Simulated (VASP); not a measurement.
# VH (Fm-3m) in VASP: a series of runs

Runs on VH. Level: LDA. Tasks: single point, relaxation of volume and atoms at fixed shape.

Program: VASP 6.6.1. These are calculated values, not measurements. Logs are shortened: lines on timing, memory, paths and dates and some standing lists are left out, and cuts for length are marked.

### 1 The cell of the first run

Symmetry: Fm-3m, No. 225, cubic system. Conventional cell: a = 3.865 Å, b = 3.865 Å, c = 3.865 Å, α = 90.00°, β = 90.00°, γ = 90.00°. V (site symmetry m-3m) has 6 H at 1.93 Å within 2.6 Å. H (site symmetry m-3m) has 6 V at 1.93 Å within 2.6 Å.

### 2 Single point, LDA, collinear spin, ferromagnetic start

INCAR reads:

```
SYSTEM = VH
PREC = Accurate
ENCUT = 520
EDIFF = 1E-6
ISMEAR = 0
SIGMA = 0.02
LREAL = .FALSE.
LASPH = .TRUE.
NELM = 150
ALGO = Normal
ISIF = 2
LWAVE = .FALSE.
LCHARG = .FALSE.
ISPIN = 2
MAGMOM = 1.5 0
LORBIT = 11
LMAXMIX = 4
NBANDS = 18
```

KPOINTS reads:

```
regular mesh
0
G
  9 9 9
  0 0 0
```

POSCAR reads:

```
VH
1.0
    0.0000000000      1.9324183325      1.9324183325
    1.9324183325      0.0000000000      1.9324183325
    1.9324183325      1.9324183325      0.0000000000
V H
1 1
Direct
    0.0000000000      0.0000000000      0.0000000000
    0.5000000000      0.5000000000      0.5000000000
```

Potentials or basis: VASP PAW LDA potentials, release 64 (V_sv, H).

Command:

```sh
cat potpaw_LDA.64/V_sv/POTCAR potpaw_LDA.64/H/POTCAR > POTCAR
mpirun -np 1 vasp_std > vasp.out
```

OUTCAR:

```text
SYSTEM = VH
   PREC = Accurate
   ENCUT = 520
   EDIFF = 1E-6
   ISMEAR = 0
   LREAL = .FALSE.
   LASPH = .TRUE.
   NELM = 150
   ISIF = 2
   ISPIN = 2
   LORBIT = 11

 ion  position               nearest neighbor table
   1  0.000  0.000  0.000-
   2  0.500  0.500  0.500-

  LATTYP: Found a face centered cubic cell.
 ALAT       =     3.8648366650

  Lattice vectors:

 A1 = (   0.0000000000,   1.9324183325,   1.9324183325)
 A2 = (   1.9324183325,   0.0000000000,   1.9324183325)
 A3 = (   1.9324183325,   1.9324183325,   0.0000000000)

Analysis of symmetry for initial positions (statically):
=====================================================================
 Subroutine PRICEL returns:
 Original cell was already a primitive cell.

 Routine SETGRP: Setting up the symmetry group for a
 face centered cubic supercell.

 Subroutine GETGRP returns: Found 48 space group operations
 (whereof 48 operations were pure point group operations)
 out of a pool of 48 trial point group operations.

The static configuration has the point symmetry O_h .

Analysis of symmetry for dynamics (positions and initial velocities):
=====================================================================
 Subroutine PRICEL returns:
 Original cell was already a primitive cell.

 Routine SETGRP: Setting up the symmetry group for a
 face centered cubic supercell.

 Subroutine GETGRP returns: Found 48 space group operations
 (whereof 48 operations were pure point group operations)
 out of a pool of 48 trial point group operations.

The dynamic configuration has the point symmetry O_h .

Analysis of structural, dynamic, and magnetic symmetry:
=====================================================================
 Subroutine PRICEL returns:
 Original cell was already a primitive cell.

 Routine SETGRP: Setting up the symmetry group for a
 face centered cubic supercell.

 Subroutine GETGRP returns: Found 48 space group operations
 (whereof 48 operations were pure point group operations)
 out of a pool of 48 trial point group operations.

The overall configuration has the point symmetry O_h .

 Subroutine INISYM returns: Found 48 space group operations
 (whereof 48 operations are pure point group operations),
 and found     1 'primitive' translations

----------------------------------------------------------------------------------------

                                     Primitive cell

  volume of cell :      14.4322

  direct lattice vectors                    reciprocal lattice vectors
     0.000000000  1.932418332  1.932418332    -0.258743147  0.258743147  0.258743147
     1.932418332  0.000000000  1.932418332     0.258743147 -0.258743147  0.258743147
     1.932418332  1.932418332  0.000000000     0.258743147  0.258743147 -0.258743147

  length of vectors
     2.732852214  2.732852214  2.732852214     0.448156276  0.448156276  0.448156276

  position of ions in fractional coordinates (direct lattice)
     0.000000000  0.000000000  0.000000000
     0.500000000  0.500000000  0.500000000

  ion indices of the primitive-cell ions
   primitive index   ion index
                 1           1
                 2           2

----------------------------------------------------------------------------------------

 KPOINTS: regular mesh

Automatic generation of k-mesh.
 Grid dimensions read from file:
 generate k-points for:    9    9    9

 Generating k-lattice:

  Cartesian coordinates                     Fractional coordinates (reciprocal lattice)
    -0.028749239  0.028749239  0.028749239     0.111111111  0.000000000  0.000000000
     0.028749239 -0.028749239  0.028749239     0.000000000  0.111111111  0.000000000
     0.028749239  0.028749239 -0.028749239     0.000000000  0.000000000  0.111111111

  Length of vectors
     0.049795142  0.049795142  0.049795142

  Shift w.r.t. Gamma in fractional coordinates (k-lattice)
     0.000000000  0.000000000  0.000000000

 Subroutine IBZKPT returns following result:
 ===========================================

 Found     35 irreducible k-points:

 Following reciprocal coordinates:
            Coordinates               Weight
  0.000000  0.000000  0.000000      1.000000
  0.111111  0.000000  0.000000      8.000000
  0.222222  0.000000  0.000000      8.000000
  0.333333  0.000000  0.000000      8.000000
  0.444444  0.000000  0.000000      8.000000
  0.111111  0.111111  0.000000      6.000000
[... 16 lines left out ...]
 -0.333333  0.333333  0.000000     12.000000
  0.444444  0.444444  0.000000      6.000000
 [... further k-points ...]
   k-points           NKPTS =     35   k-points in BZ     NKDIM =     35   number of bands    NBANDS=     18
   number of dos      NEDOS =    301   number of ions     NIONS =      2
   total plane-waves  NPLWV =   8000
   dimension x,y,z NGX =    20 NGY =   20 NGZ =   20
   dimension x,y,z NGXF=    40 NGYF=   40 NGZF=   40
   ions per type =               1   1
   NGX,Y,Z   is equivalent  to a cutoff of  12.17, 12.17, 12.17 a.u.
   NGXF,Y,Z  is equivalent  to a cutoff of  24.33, 24.33, 24.33 a.u.
 SYSTEM =  VH
   PREC   = accura    normal or accurate (medium, high low for compatibility)
   ISTART =      0    job   : 0-new  1-cont  2-samecut
   ICHARG =      2    charge: 1-file 2-atom 10-const
   ISPIN  =      2    spin polarized calculation?
   LNONCOLLINEAR =      F non collinear calculations
   LSORBIT =      F    spin-orbit coupling
   LASPH  =      T    aspherical Exc in radial PAW
   ENCUT  =  520.0 eV  38.22 Ry    6.18 a.u.   5.08  5.08  5.08*2*pi/ulx,y,z
   NELM   =    150;   NELMIN=  2; NELMDL= -5     # of ELM steps
   EDIFF  = 0.1E-05   stopping-criterion for ELM
   LREAL  =      F    real-space projection
   EDIFFG = 0.1E-04   stopping-criterion for IOM
   NSW    =      0    number of steps for IOM
   IBRION =     -1    ionic relax: 0-MD 1-quasi-New 2-CG
   NFREE  =      0    steps in history (QN), initial steepest desc. (CG)
   ISIF   =      2    stress and relaxation
   ISYM   =      2    0-nonsym 1-usesym 2-fastsym
   POTIM  = 0.5000    time-step for ionic-motion
   TEBEG  =    0.0;   TEEND  =   0.0 temperature during run
   PSTRESS=    0.0 pullay stress
   NELECT =      14.0000    total number of electrons
   NUPDOWN=      -1.0000    fix difference up-down
   EMIN   =  10.00;   EMAX   =-10.00  energy-range for DOS
   EFERMI =   0.00;   METHOD = LEGACY
   ISMEAR =     0;   SIGMA  =   0.02  broadening in eV -4-tet -1-fermi 0-gaus
   EFERMI_NEDOS =   21; number of points for ismear=-14 and -15
   IALGO  =     38    algorithm
   IMIX   =      4    mixing-type and parameters
     AMIX     =   0.40;   BMIX     =  1.00
     AMIX_MAG =   1.60;   BMIX_MAG =  1.00
  volume/ion in A,a.u.               =       7.22        48.70
  Fermi-wavevector in a.u.,A,eV,Ry     =   1.620590  3.062470 35.733123  2.626310
  Thomas-Fermi vector in A             =   2.714504
   LORBIT       =     11    0 simple, 1 ext, 2 COOP (PROOUT), +10 PAW based schemes
   GGA     = CA    functional components
   LHFCALC =     F    Hartree Fock is set to
   AEXX    =    0.0000 exact exchange contribution
   IVDW    =     0    specifies the selected vdW correction
   LEPSILON=     F    determine dielectric tensor
   LRPA    =     F    only Hartree local field effects (RPA)
 spin polarized calculation
 Gauss-broadening in eV      SIGMA  =   0.02
  energy-cutoff  :      520.00
  volume of cell :       14.43
 maximum number of plane-waves:       397
   NGX = 11   NGY = 11   NGZ = 11

 number of electron      13.9999993 magnetization       0.0172533

 Free energy of the ion-electron system (eV)
  ---------------------------------------------------
  ext. energy  EPLUGINS =         0.00000000
  ---------------------------------------------------
  free energy    TOTEN  =       -13.92294357 eV

  energy without entropy =      -13.92240107  energy(sigma->0) =      -13.92267232

 E-fermi :  10.3770     XC(G=0): -13.5278

 val. band max:       10.3748370039   @ k =   0.1111   0.0000   0.0000
 cond. band min:      10.3835558785   @ k =   0.2222   0.1111   0.0000
 fundamental gap:      0.0087188745
 Fermi energy:        10.3770485055

 spin component 1

 k-point     1 :       0.0000    0.0000    0.0000
  band No.  band energies     occupation
      1     -52.9985      1.00000
      2     -26.8379      1.00000
      3     -26.8379      1.00000
      4     -26.8379      1.00000
      5      -0.3686      1.00000
      6      10.2253      1.00000
[... 10 lines left out ...]
     17      36.7863      0.00000
     18      36.7863      0.00000

 k-point     2 :       0.1111    0.0000    0.0000
  band No.  band energies     occupation
      1     -52.9802      1.00000
      2     -26.9375      1.00000
      3     -26.8495      1.00000
      4     -26.8495      1.00000
      5       0.0380      1.00000
      6       9.9568      1.00000
[... 10 lines left out ...]
     17      36.5403      0.00000
     18      37.3255      0.00000

 k-point     3 :       0.2222    0.0000    0.0000
  band No.  band energies     occupation
      1     -52.9334      1.00000
      2     -27.1851      1.00000
      3     -26.8786      1.00000
      4     -26.8786      1.00000
      5       1.1704      1.00000
      6       9.2251      1.00000
[... 412 lines left out ...]
 k-point    23 :      -0.3333    0.3333    0.0000
  band No.  band energies     occupation
      1     -52.8012      1.00000
      2     -27.3816      1.00000
      3     -27.3586      1.00000
      4     -27.0164      1.00000
      5       3.7464      1.00000
      6       7.9406      1.00000
[... 10 lines left out ...]
     17      38.6667      0.00000
     18      44.2304      0.00000

 k-point    24 :       0.4444    0.4444    0.0000
  band No.  band energies     occupation
      1     -52.7955      1.00000
      2     -27.5533      1.00000
      3     -27.1074      1.00000
      4     -27.1074      1.00000
      5       2.4756      1.00000
      6       7.5222      1.00000
[... 10 lines left out ...]
     17      46.0817      0.00000
     18      46.3384      0.00000

 [... further k-points ...]

 spin component 2

 k-point     1 :       0.0000    0.0000    0.0000
  band No.  band energies     occupation
      1     -52.9843      1.00000
      2     -26.8238      1.00000
      3     -26.8238      1.00000
      4     -26.8238      1.00000
      5      -0.3638      1.00000
      6      10.2382      1.00000
[... 10 lines left out ...]
     17      36.7954      0.00000
     18      36.7954      0.00000

 k-point     2 :       0.1111    0.0000    0.0000
  band No.  band energies     occupation
      1     -52.9660      1.00000
      2     -26.9235      1.00000
      3     -26.8354      1.00000
      4     -26.8354      1.00000
      5       0.0428      1.00000
      6       9.9693      1.00000
[... 10 lines left out ...]
     17      36.5491      0.00000
     18      37.3331      0.00000

 k-point     3 :       0.2222    0.0000    0.0000
  band No.  band energies     occupation
      1     -52.9192      1.00000
      2     -27.1712      1.00000
      3     -26.8646      1.00000
      4     -26.8646      1.00000
      5       1.1752      1.00000
      6       9.2367      1.00000
[... 412 lines left out ...]
 k-point    23 :      -0.3333    0.3333    0.0000
  band No.  band energies     occupation
      1     -52.7870      1.00000
      2     -27.3678      1.00000
      3     -27.3448      1.00000
      4     -27.0025      1.00000
      5       3.7513      1.00000
      6       7.9509      1.00000
[... 10 lines left out ...]
     17      38.6747      0.00000
     18      44.2375      0.00000

 k-point    24 :       0.4444    0.4444    0.0000
  band No.  band energies     occupation
      1     -52.7812      1.00000
      2     -27.5395      1.00000
      3     -27.0935      1.00000
      4     -27.0935      1.00000
      5       2.4808      1.00000
      6       7.5334      1.00000
[... 10 lines left out ...]
     17      46.0865      0.00000
     18      46.3445      0.00000

 [... further k-points ...]

------------------------ aborting loop because EDIFF is reached ----------------------------------------

  FORCE on cell =-STRESS in cart. coord.  units (eV):
  Direction    XX          YY          ZZ          XY          YZ          ZX
  --------------------------------------------------------------------------------------
  -------------------------------------------------------------------------------------
  Total        0.0353855      0.0353855      0.0353855     -0.0000000      0.0000000     -0.0000000
  in kB        3.9282790      3.9282790      3.9282790     -0.0000000      0.0000000     -0.0000000
  external PRESSURE =       3.9282790 kB  Pullay stress =       0.0000000 kB

 VOLUME and BASIS-vectors are now :
 -----------------------------------------------------------------------------
  energy-cutoff  :      520.00
  volume of cell :       14.43
      direct lattice vectors                 reciprocal lattice vectors
     0.000000000  1.932418332  1.932418332    -0.258743147  0.258743147  0.258743147
     1.932418332  0.000000000  1.932418332     0.258743147 -0.258743147  0.258743147
     1.932418332  1.932418332  0.000000000     0.258743147  0.258743147 -0.258743147

 POSITION                                       TOTAL-FORCE (eV/Angst)
 -----------------------------------------------------------------------------------
      0.00000      0.00000      0.00000        -0.000000     -0.000000     -0.000000
      1.93242      1.93242      1.93242         0.000000      0.000000      0.000000
 -----------------------------------------------------------------------------------
    total drift:                                0.000000     -0.000000     -0.000000

  FREE ENERGIE OF THE ION-ELECTRON SYSTEM (eV)
  ---------------------------------------------------
  free  energy   TOTEN  =       -13.9229435701 eV

  energy  without entropy=      -13.9224010654  energy(sigma->0) =      -13.92267232

 total charge

# of ion       s       p       d       tot
------------------------------------------
    1        2.286   6.254   3.229  11.768
    2        0.544   0.034   0.000   0.578
--------------------------------------------------
tot          2.830   6.288   3.229  12.346

 magnetization (x)

# of ion       s       p       d       tot
------------------------------------------
    1        0.000  -0.000   0.016   0.016
    2       -0.000   0.000   0.000  -0.000
--------------------------------------------------
tot         -0.000   0.000   0.016   0.016
```

Run time: 6.4 s. Hardware: 1 thread of Intel Xeon 6975P-C (Granite Rapids), shared host; peak memory 0.13 GiB.

What came out:

```yaml
Free_energy: -13.9229 eV
Pressure: 0.4 GPa
Band_gap_on_the_k_mesh: zero (filled and empty bands overlap)
Net_moment: 0.02 μB per cell
Valence_electrons_inside_the_program's_atomic_spheres: V 11.77; H 0.58
```

### 3 Relaxation of volume and atoms at fixed shape, LDA, collinear spin, ferromagnetic start

This run uses another cell than the first one, of 7.57 Å³/atom.

INCAR reads:

```
SYSTEM = VH
PREC = Accurate
ENCUT = 600
EDIFF = 1E-7
ISMEAR = 0
SIGMA = 0.02
LREAL = .False.
LASPH = .True.
NELM = 150
ALGO = Normal
ISIF = 8
LWAVE = .False.
LCHARG = .False.
ISPIN = 2
MAGMOM = 1.5 0
LORBIT = 11
LMAXMIX = 4
IBRION = 2
NSW = 80
EDIFFG = -0.03
```

KPOINTS reads:

```
regular mesh
0
Gamma
  9 9 9
  0 0 0
```

POSCAR reads:

```
VH
1.0
    0.0000000000      1.9637500000      1.9637500000
    1.9637500000      0.0000000000      1.9637500000
    1.9637500000      1.9637500000      0.0000000000
V H
1 1
Direct
    0.0000000000      0.0000000000      0.0000000000
    0.5000000000      0.5000000000      0.5000000000
```

Potentials or basis: VASP PAW LDA potentials, release 64 (V_sv, H).

Command:

```sh
cat potpaw_LDA.64/V_sv/POTCAR potpaw_LDA.64/H/POTCAR > POTCAR
mpirun -np 1 vasp_std > vasp.out
```

Wall time 13 s (1 thread of Intel Xeon 6975P-C (Granite Rapids), shared host); peak memory 0.15 GiB.

Results (log left out):

| Quantity | Value |
| --- | --- |
| Free energy | -13.9244 eV |
| Relaxed volume | 7.23 Å³/atom |
| Relaxed cell | a = 2.735 Å, b = 2.735 Å, c = 2.735 Å, α = 60.00°, β = 60.00°, γ = 60.00° |
| Space group after relaxing (to 0.1 Å) | Fm-3m (No. 225) |
| Energy gained by relaxing | 10.2 meV/atom |
| Ionic steps | 3 |
| Pressure after relaxing | 0.0 GPa |
| Band gap on the k mesh | zero (filled and empty bands overlap) |
| Net moment | 0.01 μB per cell |
| Valence electrons inside the program's atomic spheres | V 11.76; H 0.58 |

Step by step:
```
step  energy change (eV)  largest force (eV/Å)  pressure (GPa)  volume (Å³)
   1              0.0000                0.0000           -9.19        15.15
   2             -0.0172                0.0000            4.14        14.21
   3             -0.0204                0.0000            0.01        14.47
```

Final structure:
```xyz
2
Lattice="0.0000 1.9339 1.9339 1.9339 0.0000 1.9339 1.9339 1.9339 0.0000" Properties=species:S:1:pos:R:3 pbc="T T T"
V     0.0000    0.0000    0.0000
H     1.9339    1.9339    1.9339
```

Levels at points of the mesh, in eV from the Fermi level:
Spin up:
```
           k point  band 3  band 4  band 5  band 6  band 7  band 8  band 9  band 10  band 11  band 12
(0.00, 0.00, 0.00)  -37.22  -37.22  -10.73   -0.15   -0.15   -0.15    1.41     1.41    13.32    16.77
```
Spin down:
```tsv
k point	band 4	band 5	band 6	band 7	band 8	band 9	band 10	band 11
(0.00, 0.00, 0.00)	-37.21	-10.73	-0.14	-0.14	-0.14	1.42	1.42	13.32
```
